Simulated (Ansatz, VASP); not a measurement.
## One calculation of HfSi2O6, two programs

Contents of INCAR:

```
SYSTEM = HfSi2O6
PREC     = Accurate       ! precision mode
ENCUT    = 600            ! plane-wave cutoff, eV
EDIFF    = 1E-6           ! SCF threshold, eV
ISMEAR   = 0              ! smearing method
SIGMA    = 0.1            ! smearing width, eV
LREAL    = .FALSE.        ! projectors in reciprocal space
LASPH    = .TRUE.         ! aspherical terms in the spheres
NELM     = 100            ! most SCF steps
ALGO     = Normal         ! electronic algorithm
ISIF     = 3              ! what is computed and relaxed
LWAVE    = .FALSE.        ! write WAVECAR
LCHARG   = .FALSE.        ! write CHGCAR
GGA      = PE             ! functional
IBRION   = 2              ! ionic algorithm
NSW      = 90             ! ionic steps
EDIFFG   = -0.04          ! ionic threshold
```

KPOINTS

```
Automatic mesh
0
G
  6 6 6
  0 0 0
```

The input POSCAR:

```
HfSi2O6
1.0
   -1.8323734500      1.8323734500      7.7741021300
    1.8323734500     -1.8323734500      7.7741021300
    1.8323734500      1.8323734500     -7.7741021300
Hf Si O
1 2 6
Direct
    0.5000000000      0.5000000000      0.0000000000
    0.8333333300      0.8333333300      0.0000000000
    0.1666666700      0.1666666700      0.0000000000
    0.4166666700      0.9166666700      0.5000000000
    0.0833333300      0.5833333300      0.5000000000
    0.7500000000      0.2500000000      0.5000000000
    0.5833333300      0.0833333300      0.5000000000
    0.2500000000      0.7500000000      0.5000000000
    0.9166666700      0.4166666700      0.5000000000
```

Input for Ansatz:

```yaml
crystal:
  lattice:
    - [-1.83237345, 1.83237345, 7.77410213]
    - [1.83237345, -1.83237345, 7.77410213]
    - [1.83237345, 1.83237345, -7.77410213]
  atoms:
    - { symbol: Hf, position: [0.5, 0.5, 0.0] }
    - { symbol: Si, position: [0.83333333, 0.83333333, 0.0] }
    - { symbol: Si, position: [0.16666667, 0.16666667, 0.0] }
    - { symbol: O, position: [0.41666667, 0.91666667, 0.5] }
    - { symbol: O, position: [0.08333333, 0.58333333, 0.5] }
    - { symbol: O, position: [0.75, 0.25, 0.5] }
    - { symbol: O, position: [0.58333333, 0.08333333, 0.5] }
    - { symbol: O, position: [0.25, 0.75, 0.5] }
    - { symbol: O, position: [0.91666667, 0.41666667, 0.5] }
basis:
  ecutwfc: 420
kpoints:
  mp_grid: { grid: [6, 6, 6] }
hamiltonian:
  xc: pbe
scf:
  occupations: { method: gaussian, width: 0.1 }
  lower_state_search: "off"
output:
  forces: true
  stress: true
  eigenvalues: true
relax:
  adjacent_minimum: "off"
  f_tol: 0.04
  max_steps: 70
  cell: { stress_tol: 0.4 }
```

Alike in both runs: task relaxation of cell and atoms; functional PBE; k mesh 6 × 6 × 6; occupations gaussian, width 0.1 eV; no spin polarisation.

```csv
,VASP,Ansatz
version,VASP 6.6.1,Ansatz 0.2.0
potentials or method,"VASP PAW PBE potentials, release 64 (Hf_pv, Si, O), cutoff 600 eV","scalar-relativistic, plane waves, PAW"
valence electrons in the cell,54,70
```

VASP gave:

| Property | Result |
| --- | --- |
| gap on the k mesh at the Fermi level, each at its own relaxed structure (eV) | 0.45 |
| relaxed volume (Å³/atom) | 9.07 |
| relaxed length of the cell vector where the two differ most in proportion (Å) | 7.592 |

Q: What did Ansatz give for the same quantities?

A: gap on the k mesh at the Fermi level, each at its own relaxed structure (eV): 0.38; relaxed volume (Å³/atom): 9.13; relaxed length of the cell vector where the two differ most in proportion (Å): 7.617.

VASP's potentials hold 54 valence electrons a cell and Ansatz's 70, so a difference there can come from the potentials and not from the codes.

Neither program's run includes spin-orbit coupling. Noted on VASP's run: the volume moved by over 15 % at a fixed basis, so the end points are rough.
